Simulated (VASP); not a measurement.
# TaN in VASP: notebook, part 2 of 2

VASP 6.6.1. Earlier steps stand in the parts before.

## Step 4: Single point, PBE (equal xy, yz and zx shear strains of +1 %)

The input, INCAR:

```
PREC = Accurate ; ENCUT = 520
EDIFF = 1E-6 ; ISMEAR = -1
SIGMA = 0.02 ; LREAL = False
LASPH = True ; NELM = 60
ALGO = Normal ; ISIF = 2
LWAVE = False ; LCHARG = False
GGA = PE ; NBANDS = 15
```

The input, KPOINTS:

```
Automatic mesh
0
Gamma
  9 9 9
```

The input, POSCAR:

```
TaN
1.0
    0.0217900000      2.1898950000      2.1898950000
    2.1898950000      0.0217900000      2.1898950000
    2.1898950000      2.1898950000      0.0217900000
Ta N
1 1
Direct
    0.5000000000      0.5000000000      0.5000000000
    0.0000000000      0.0000000000      0.0000000000
```

Potentials or basis: VASP PAW PBE potentials, release 64 (Ta_pv, N).

On the command line:

```sh
> cat potpaw_PBE.64/Ta_pv/POTCAR potpaw_PBE.64/N/POTCAR > POTCAR
> mpirun -np 1 vasp_std > vasp.out
```

OUTCAR:

```text
PREC = Accurate
   ENCUT = 520
   EDIFF = 1E-6
   ISMEAR = -1
   LREAL = False
   LASPH = True
   NELM = 60
   ISIF = 2
   GGA = PE

 ion  position               nearest neighbor table
   1  0.500  0.500  0.500-   2 2.18   2 2.18   2 2.18   2 2.18   2 2.18   2 2.18
   2  0.000  0.000  0.000-   1 2.18   1 2.18   1 2.18   1 2.18   1 2.18   1 2.18

  LATTYP: Found a trigonal (rhomboedric) cell.
 ALAT       =     3.0970558642
 COS(alpha) =     0.5099250056

  Lattice vectors:

 A1 = (   0.0217900000,   2.1898950000,   2.1898950000)
 A2 = (   2.1898950000,   0.0217900000,   2.1898950000)
 A3 = (   2.1898950000,   2.1898950000,   0.0217900000)

Analysis of symmetry for initial positions (statically):
=====================================================================
 Subroutine PRICEL returns:
 Original cell was already a primitive cell.

 Routine SETGRP: Setting up the symmetry group for a
 trigonal (rhombohedral) supercell.

 Subroutine GETGRP returns: Found 12 space group operations
 (whereof 12 operations were pure point group operations)
 out of a pool of 12 trial point group operations.

The static configuration has the point symmetry D_3d.

[... 166 lines left out ...]
 k-point     1 :       0.0000    0.0000    0.0000
  band No.  band energies     occupation
      1     -25.8916      2.00000
      2     -25.8565      2.00000
      3     -25.8565      2.00000
      4      -9.2323      2.00000
      5       5.8948      2.00000
      6       5.9822      2.00000
      7       5.9822      2.00000
      8       7.5101      2.00000
      9       7.7554      2.00000
     10       7.7554      2.00000
     11       9.9323      0.00009
     12       9.9323      0.00009
     13      11.6233      0.00000
     14      19.2782      0.00000
[... 401 lines left out ...]
      2     -26.1873      2.00000
      3     -26.1556      2.00000
      4      -7.9259      2.00000
      5       2.8996      2.00000
      6       4.2748      2.00000
      7       5.0742      2.00000
      8       5.1572      2.00000
      9      11.9819      0.00000
     10      13.4934      0.00000
     11      13.5163      0.00000
     12      14.5337      0.00000
     13      17.3430      0.00000
     14      19.2700      0.00000
     15      22.2874      0.00000

 [... further k-points ...]
[... 5 lines left out ...]
  --------------------------------------------------------------------------------------
  -------------------------------------------------------------------------------------
  Total        2.0011133      2.0011133      2.0011133     -0.1012857     -0.1012857     -0.1012857
  in kB      154.9576555    154.9576555    154.9576555     -7.8431314     -7.8431314     -7.8431314
  external PRESSURE =     154.9576555 kB  Pullay stress =       0.0000000 kB

 VOLUME and BASIS-vectors are now :
 -----------------------------------------------------------------------------
  energy-cutoff  :      520.00
  volume of cell :       20.69
      direct lattice vectors                 reciprocal lattice vectors
     0.021790000  2.189895000  2.189895000    -0.231757801  0.229474473  0.229474473
     2.189895000  0.021790000  2.189895000     0.229474473 -0.231757801  0.229474473
     2.189895000  2.189895000  0.021790000     0.229474473  0.229474473 -0.231757801

 POSITION                                       TOTAL-FORCE (eV/Angst)
 -----------------------------------------------------------------------------------
      2.20079      2.20079      2.20079        -0.000000      0.000000     -0.000000
      0.00000      0.00000      0.00000         0.000000     -0.000000      0.000000
 -----------------------------------------------------------------------------------
    total drift:                                0.000000     -0.000000     -0.000000

  FREE ENERGIE OF THE ION-ELECTRON SYSTEM (eV)
  ---------------------------------------------------
  free  energy   TOTEN  =       -21.7847312958 eV

  energy  without entropy=      -21.7831371438  energy(sigma->0) =      -21.78393422
```

OSZICAR:

```text
N       E                     dE             d eps       ncg     rms          rms(c)
DAV:   1     0.883483608345E+02    0.88348E+02   -0.87473E+03  2550   0.114E+03
DAV:   2    -0.220891758352E+02   -0.11044E+03   -0.10411E+03  3187   0.303E+02
DAV:   3    -0.247986209848E+02   -0.27094E+01   -0.26974E+01  2851   0.442E+01
DAV:   4    -0.248090553224E+02   -0.10434E-01   -0.10432E-01  3313   0.293E+00
DAV:   5    -0.248091188299E+02   -0.63507E-04   -0.63508E-04  2865   0.209E-01    0.256E+01
DAV:   6    -0.218668392806E+02    0.29423E+01   -0.53549E+00  3085   0.266E+01    0.106E+01
DAV:   7    -0.218172138052E+02    0.49625E-01   -0.54594E-01  2900   0.602E+00    0.737E+00
DAV:   8    -0.217920674617E+02    0.25146E-01   -0.13978E-01  3019   0.314E+00    0.182E+00
DAV:   9    -0.217847967161E+02    0.72707E-02   -0.19046E-02  2963   0.114E+00    0.312E-01
DAV:  10    -0.217847683033E+02    0.28413E-04   -0.13879E-03  2949   0.389E-01    0.535E-02
DAV:  11    -0.217847315713E+02    0.36732E-04   -0.70398E-05  2921   0.101E-01    0.206E-02
DAV:  12    -0.217847312958E+02    0.27550E-06   -0.64093E-06  2970   0.246E-02
   1 F= -.21784731E+02 E0= -.21783934E+02  d E =-.159415E-02
```

Run time: 11 s. Hardware: 1 thread of Intel Xeon Platinum 8488C (Sapphire Rapids), shared host; peak memory 0.15 GiB.

Results:

```
Free energy            : -21.7847 eV
Pressure               : 15.5 GPa
Band gap on the k mesh : zero (band 8 reaches 11.44 eV, above the bottom of band 9 at 7.76 eV)
```

Caveat: the cell differs from its parent crystal (equal xy, yz and zx shear strains of +1 %); spin-orbit coupling is left out, which moves the levels of the heavy elements.

## Step 5: Single point, PBE (zz strain of +3 %)

The input, INCAR:

```
SYSTEM = TaN
PREC = Accurate
ENCUT = 520
EDIFF = 1E-6
ISMEAR = -1
SIGMA = 0.02
LREAL = .FALSE.
LASPH = .TRUE.
NELM = 60
ALGO = Normal
ISIF = 2
LWAVE = .FALSE.
LCHARG = .FALSE.
GGA = PE
NBANDS = 15
```

The input, KPOINTS:

```
regular mesh
0
G
  9 9 9
  0 0 0
```

The input, POSCAR:

```
TaN
1.0
    0.0000000000      2.1790000000      2.2443700000
    2.1790000000      0.0000000000      2.2443700000
    2.1790000000      2.1790000000      0.0000000000
Ta N
1 1
Direct
    0.5000000000      0.5000000000      0.5000000000
    0.0000000000      0.0000000000      0.0000000000
```

On the command line:

```sh
> cat potpaw_PBE.64/Ta_pv/POTCAR potpaw_PBE.64/N/POTCAR > POTCAR
> mpirun -np 1 vasp_std > vasp.out
```

Wall time 36 s (1 thread of AMD EPYC 7R13, shared host); peak memory 0.13 GiB.

The run converged. Its results:

- Free energy: -21.7990 eV
- Pressure: 5.1 GPa
- Band gap on the k mesh: zero (band 8 reaches 11.06 eV, above the bottom of band 9 at 7.55 eV)

Stress tensor (GPa, compression positive):
```
11.32  0.00  0.00
 0.00 11.32  0.00
 0.00  0.00 -7.25
```

Levels at points of the mesh, in eV from the Fermi level:
```tsv
k point	band 4	band 5	band 6	band 7	band 8	band 9	band 10	band 11	band 12	band 13
(0.00, 0.00, 0.00)	-18.75	-3.80	-3.69	-3.69	-2.23	-1.87	-1.87	-0.21	0.37	1.78
```

Caveat: the cell differs from its parent crystal (zz strain of +3 %); spin-orbit coupling is left out, which moves the levels of the heavy elements.

## Step 6: Summary

```tsv
cell	gap on the mesh (eV)	pressure (GPa)
a = 3.113 Å, angles 58.7°, 2 atoms	none	15.6
a = 3.051 Å, angles 61.3°, 2 atoms	none	15.6
a = 3.097 Å, angles 59.3°, 2 atoms	none	15.5
a = 3.128, b = 3.128, c = 3.082 Å, angles 60.5, 60.5, 59.0°, 2 atoms	none	5.1
```

Alike in all rows: task single point; level PBE; potentials or basis VASP PAW PBE potentials, release 64 (Ta_pv, N); no spin polarisation; k mesh 9 × 9 × 9; cutoff (eV) 520; smearing fermi-dirac 0.02 eV.

Caveats: spin-orbit coupling is left out, which moves the levels of the heavy elements.

Absolute energies hang on the potentials; compare differences alone.
